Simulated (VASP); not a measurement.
# Sc (P6/mmm) in VASP: a series of runs, part 2 of 2

VASP 6.6.1.

**4. Single point, PBE (27.50 Å³/atom)**

This run uses another cell than the first one, of 27.50 Å³/atom.

Contents of INCAR:

```
SYSTEM = Sc
  PREC = Accurate
  ENCUT = 520
  EDIFF = 1E-7
  ISMEAR = -1
  SIGMA = 0.1
  LREAL = .False.
  LASPH = .True.
  NELM = 60
  ALGO = Normal
  ISIF = 2
  LWAVE = .False.
  LCHARG = .False.
  GGA = PE
  NBANDS = 24
```

Contents of KPOINTS:

```
regular mesh
0
Gamma
  8 8 11
  0 0 0
```

Contents of POSCAR:

```
Sc
1.0
    5.3375150035      0.0000000000      0.0000000000
   -2.6687575018      4.6224235861      0.0000000000
    0.0000000000      0.0000000000      3.3432894925
Sc
3
Direct
    1.0000000000      1.0000000000      0.0000000000
    0.3333333333      0.6666666667      0.5000000000
    0.6666666667      0.3333333333      0.5000000000
```

Potentials or basis: VASP PAW PBE potentials, release 64 (Sc_sv).

Run with:

```sh
> cat potpaw_PBE.64/Sc_sv/POTCAR > POTCAR
> mpirun -np 1 vasp_std > vasp.out
```

OUTCAR:

```text
SYSTEM = Sc
   PREC = Accurate
   ENCUT = 520
   EDIFF = 1E-7
   ISMEAR = -1
   LREAL = .False.
   LASPH = .True.
   NELM = 60
   ISIF = 2
   GGA = PE

 ion  position               nearest neighbor table
   1  0.000  0.000  0.000-
   2  0.333  0.667  0.500-   3 3.08   3 3.08   3 3.08
   3  0.667  0.333  0.500-   2 3.08   2 3.08   2 3.08

  LATTYP: Found a hexagonal cell.
 ALAT       =     5.3375150035
 C/A-ratio  =     0.6263756618

  Lattice vectors:

 A1 = (   5.3375150035,   0.0000000000,   0.0000000000)
 A2 = (  -2.6687575018,   4.6224235861,   0.0000000000)
 A3 = (   0.0000000000,   0.0000000000,   3.3432894925)

Analysis of symmetry for initial positions (statically):
=====================================================================
 Subroutine PRICEL returns:
 Original cell was already a primitive cell.

 Routine SETGRP: Setting up the symmetry group for a
 hexagonal supercell.

 Subroutine GETGRP returns: Found 24 space group operations
 (whereof 24 operations were pure point group operations)
 out of a pool of 24 trial point group operations.

The static configuration has the point symmetry D_6h.

Analysis of symmetry for dynamics (positions and initial velocities):
=====================================================================
 Subroutine PRICEL returns:
 Original cell was already a primitive cell.

 Routine SETGRP: Setting up the symmetry group for a
 hexagonal supercell.

 Subroutine GETGRP returns: Found 24 space group operations
 (whereof 24 operations were pure point group operations)
 out of a pool of 24 trial point group operations.

The dynamic configuration has the point symmetry D_6h.

 Subroutine INISYM returns: Found 24 space group operations
 (whereof 24 operations are pure point group operations),
 and found     1 'primitive' translations

----------------------------------------------------------------------------------------

                                     Primitive cell

  volume of cell :      82.4865

  direct lattice vectors                    reciprocal lattice vectors
     5.337515004  0.000000000  0.000000000     0.187353103  0.108168365  0.000000000
    -2.668757502  4.622423586  0.000000000     0.000000000  0.216336729  0.000000000
     0.000000000  0.000000000  3.343289492     0.000000000  0.000000000  0.299106614

  length of vectors
     5.337515004  5.337515004  3.343289492     0.216336729  0.216336729  0.299106614

  position of ions in fractional coordinates (direct lattice)
     0.000000000  0.000000000  0.000000000
     0.333333333  0.666666667  0.500000000
     0.666666667  0.333333333  0.500000000

  ion indices of the primitive-cell ions
   primitive index   ion index
                 1           1
                 2           2
                 3           3

----------------------------------------------------------------------------------------

 KPOINTS: regular mesh

Automatic generation of k-mesh.
 Grid dimensions read from file:
 generate k-points for:    8    8   11

 Generating k-lattice:

  Cartesian coordinates                     Fractional coordinates (reciprocal lattice)
     0.023419138  0.013521046  0.000000000     0.125000000 -0.000000000  0.000000000
     0.000000000  0.027042091  0.000000000     0.000000000  0.125000000  0.000000000
     0.000000000  0.000000000  0.027191510     0.000000000  0.000000000  0.090909091

  Length of vectors
     0.027042091  0.027042091  0.027191510

  Shift w.r.t. Gamma in fractional coordinates (k-lattice)
     0.000000000  0.000000000  0.000000000

 Subroutine IBZKPT returns following result:
 ===========================================

 Found     60 irreducible k-points:

 Following reciprocal coordinates:
            Coordinates               Weight
  0.000000  0.000000  0.000000      1.000000
  0.125000  0.000000  0.000000      6.000000
  0.250000  0.000000  0.000000      6.000000
  0.375000  0.000000  0.000000      6.000000
  0.500000  0.000000  0.000000      3.000000
  0.125000  0.125000  0.000000      6.000000
[... 16 lines left out ...]
  0.250000  0.000000  0.181818     12.000000
  0.375000  0.000000  0.181818     12.000000
 [... further k-points ...]
   k-points           NKPTS =     60   k-points in BZ     NKDIM =     60   number of bands    NBANDS=     24
   number of dos      NEDOS =    301   number of ions     NIONS =      3
   total plane-waves  NPLWV =  44800
   dimension x,y,z NGX =    40 NGY =   40 NGZ =   28
   dimension x,y,z NGXF=    80 NGYF=   80 NGZF=   56
   ions per type =               3
   NGX,Y,Z   is equivalent  to a cutoff of  12.46, 12.46, 13.92 a.u.
   NGXF,Y,Z  is equivalent  to a cutoff of  24.92, 24.92, 27.85 a.u.
 SYSTEM =  Sc
   PREC   = accura    normal or accurate (medium, high low for compatibility)
   ISTART =      0    job   : 0-new  1-cont  2-samecut
   ICHARG =      2    charge: 1-file 2-atom 10-const
   ISPIN  =      1    spin polarized calculation?
   LNONCOLLINEAR =      F non collinear calculations
   LSORBIT =      F    spin-orbit coupling
   LASPH  =      T    aspherical Exc in radial PAW
   ENCUT  =  520.0 eV  38.22 Ry    6.18 a.u.   9.92  9.92  6.22*2*pi/ulx,y,z
   NELM   =     60;   NELMIN=  2; NELMDL= -5     # of ELM steps
   EDIFF  = 0.1E-06   stopping-criterion for ELM
   LREAL  =      F    real-space projection
   EDIFFG = 0.1E-05   stopping-criterion for IOM
   NSW    =      0    number of steps for IOM
   IBRION =     -1    ionic relax: 0-MD 1-quasi-New 2-CG
   NFREE  =      0    steps in history (QN), initial steepest desc. (CG)
   ISIF   =      2    stress and relaxation
   ISYM   =      2    0-nonsym 1-usesym 2-fastsym
   POTIM  = 0.5000    time-step for ionic-motion
   TEBEG  =    0.0;   TEEND  =   0.0 temperature during run
   PSTRESS=    0.0 pullay stress
   NELECT =      33.0000    total number of electrons
   NUPDOWN=      -1.0000    fix difference up-down
   EMIN   =  10.00;   EMAX   =-10.00  energy-range for DOS
   EFERMI =   0.00;   METHOD = LEGACY
   ISMEAR =    -1;   SIGMA  =   0.10  broadening in eV -4-tet -1-fermi 0-gaus
   EFERMI_NEDOS =   21; number of points for ismear=-14 and -15
   IALGO  =     38    algorithm
   IMIX   =      4    mixing-type and parameters
     AMIX     =   0.40;   BMIX     =  1.00
     AMIX_MAG =   1.60;   BMIX_MAG =  1.00
  volume/ion in A,a.u.               =      27.50       185.55
  Fermi-wavevector in a.u.,A,eV,Ry     =   1.206290  2.279558 19.798334  1.455136
  Thomas-Fermi vector in A             =   2.341962
   LORBIT       =      0    0 simple, 1 ext, 2 COOP (PROOUT), +10 PAW based schemes
   GGA     = PE    functional components
   LHFCALC =     F    Hartree Fock is set to
   AEXX    =    0.0000 exact exchange contribution
   IVDW    =     0    specifies the selected vdW correction
   LEPSILON=     F    determine dielectric tensor
   LRPA    =     F    only Hartree local field effects (RPA)
 non-spin polarized calculation
  energy-cutoff  :      520.00
  volume of cell :       82.49
 maximum number of plane-waves:      2240
 NGX is ok and might be reduce to    40
   NGX = 19   NGY = 19   NGZ = 13

 number of electron      33.0000004 magnetization

 Free energy of the ion-electron system (eV)
  ---------------------------------------------------
  ext. energy  EPLUGINS =         0.00000000
  ---------------------------------------------------
  free energy    TOTEN  =       -18.52607116 eV

  energy without entropy =      -18.31258715  energy(sigma->0) =      -18.41932916

 E-fermi :   3.0400     XC(G=0):  -9.4450

 val. band max:        3.0270995406   @ k =   0.2500   0.1250   0.3636
 cond. band min:       3.0423126237   @ k =   0.3750   0.1250   0.3636
 fundamental gap:      0.0152130830
 Fermi energy:         3.0399522240

 k-point     1 :       0.0000    0.0000    0.0000
  band No.  band energies     occupation
      1     -46.6908      2.00000
      2     -46.6438      2.00000
      3     -46.5924      2.00000
      4     -25.3591      2.00000
      5     -25.3591      2.00000
      6     -25.3215      2.00000
[... 16 lines left out ...]
     23       5.1630      0.00000
     24       5.1959      0.00000
[... 598 lines left out ...]
      2     -46.6308      2.00000
      3     -46.6030      2.00000
      4     -25.4064      2.00000
      5     -25.3432      2.00000
      6     -25.2817      2.00000
[... 16 lines left out ...]
     23       5.0201      0.00000
     24       5.4104      0.00000

 [... further k-points ...]

------------------------ aborting loop because EDIFF is reached ----------------------------------------

  FORCE on cell =-STRESS in cart. coord.  units (eV):
  Direction    XX          YY          ZZ          XY          YZ          ZX
  --------------------------------------------------------------------------------------
  -------------------------------------------------------------------------------------
  Total       -2.4791996     -2.4791996     -2.6045689      0.0000000      0.0000000     -0.0000000
  in kB      -48.1547615    -48.1547615    -50.5898734      0.0000000      0.0000000     -0.0000000
  external PRESSURE =     -48.9664655 kB  Pullay stress =       0.0000000 kB

 VOLUME and BASIS-vectors are now :
 -----------------------------------------------------------------------------
  energy-cutoff  :      520.00
  volume of cell :       82.49
      direct lattice vectors                 reciprocal lattice vectors
     5.337515004  0.000000000  0.000000000     0.187353103  0.108168365  0.000000000
    -2.668757502  4.622423586  0.000000000     0.000000000  0.216336729  0.000000000
     0.000000000  0.000000000  3.343289492     0.000000000  0.000000000  0.299106614

 POSITION                                       TOTAL-FORCE (eV/Angst)
 -----------------------------------------------------------------------------------
      0.00000      0.00000      0.00000         0.000000      0.000000      0.000000
     -0.00000      3.08162      1.67164         0.000000     -0.000000      0.000000
      2.66876      1.54081      1.67164        -0.000000      0.000000      0.000000
 -----------------------------------------------------------------------------------
    total drift:                               -0.000000      0.000000      0.000000

  FREE ENERGIE OF THE ION-ELECTRON SYSTEM (eV)
  ---------------------------------------------------
  free  energy   TOTEN  =       -18.5260711618 eV

  energy  without entropy=      -18.3125871520  energy(sigma->0) =      -18.41932916
```

stdout:

```text
POSCAR found type information on POSCAR Sc
 POSCAR found :  1 types and       3 ions
 scaLAPACK will be used
 LDA part: xc-table for (Slater+PW92), standard interpolation
 POSCAR, INCAR and KPOINTS ok, starting setup
 FFT: planning ... GRIDC
 FFT: planning ... GRID_SOFT
 FFT: planning ... GRID
 WAVECAR not read
 entering main loop
```

Run time: 2.6 min. Hardware: 1 thread of Intel Xeon 8259CL, shared host; peak memory 0.25 GiB.

What came out:

* Free energy: -18.5261 eV
* Pressure: -4.9 GPa
* Band gap on the k mesh: zero (an odd number of electrons rules out a gap without spin polarisation)

Stress tensor (GPa, compression positive):
```
-4.82  0.00  0.00
 0.00 -4.82  0.00
 0.00  0.00 -5.06
```

Caveat: the cell stands under tension.

**5. Single point, PBE**

This run uses another cell than the first one, of 24.55 Å³/atom.

Contents of INCAR:

```
PREC = Accurate ; ENCUT = 520
EDIFF = 1E-7 ; ISMEAR = -1
SIGMA = 0.1 ; LREAL = False
LASPH = True ; NELM = 60
ALGO = Normal ; ISIF = 2
LWAVE = False ; LCHARG = False
GGA = PE ; NBANDS = 24
```

Contents of KPOINTS:

```
Automatic mesh
0
Gamma
  9 9 13
```

Contents of POSCAR:

```
Sc
1.0
    5.1396447438      0.0000000000      0.0000000000
   -2.5698223719      4.4510629145      0.0000000000
    0.0000000000      0.0000000000      3.2193483776
Sc
3
Direct
    1.0000000000      1.0000000000      0.0000000000
    0.3333333333      0.6666666667      0.5000000000
    0.6666666667      0.3333333333      0.5000000000
```

Run with:

```sh
> cat potpaw_PBE.64/Sc_sv/POTCAR > POTCAR
> mpirun -np 1 vasp_std > vasp.out
```

It took 2.9 min on 1 thread of Intel Xeon 8259CL, shared host; peak memory 0.26 GiB.

It converged, with:

| Quantity | Value |
| --- | --- |
| Free energy | -18.6688 eV |
| Pressure | 0.0 GPa |
| Band gap on the k mesh | zero (an odd number of electrons rules out a gap without spin polarisation) |

Levels at points of the mesh, in eV from the Fermi level:
| k point | band 13 | band 14 | band 15 | band 16 | band 17 | band 18 | band 19 | band 20 |
| --- | --- | --- | --- | --- | --- | --- | --- | --- |
| (0.00, 0.00, 0.00) | -5.08 | -0.76 | -0.05 | -0.05 | -0.03 | -0.03 | 0.68 | 1.59 |

**6. The runs side by side**

```csv
cell,k mesh,gap on the mesh (eV),pressure (GPa)
"a = 5.207, b = 5.207, c = 3.262 Å, angles 90.0, 90.0, 120.0°, 3 atoms",8 × 8 × 11,none,-1.9
"a = 5.273, b = 5.273, c = 3.303 Å, angles 90.0, 90.0, 120.0°, 3 atoms",8 × 8 × 11,none,-3.5
"a = 5.338, b = 5.338, c = 3.343 Å, angles 90.0, 90.0, 120.0°, 3 atoms",8 × 8 × 11,none,-4.9
"a = 5.140, b = 5.140, c = 3.219 Å, angles 90.0, 90.0, 120.0°, 3 atoms",9 × 9 × 13,none,0.0
```

Alike in all rows: task single point; level PBE; potentials or basis VASP PAW PBE potentials, release 64 (Sc_sv); no spin polarisation; cutoff (eV) 520; smearing fermi-dirac 0.1 eV.

Caveats: the cell stands under tension (at least some runs).

Total energies depend on the potentials used, so only differences within one code and one set of settings carry meaning.
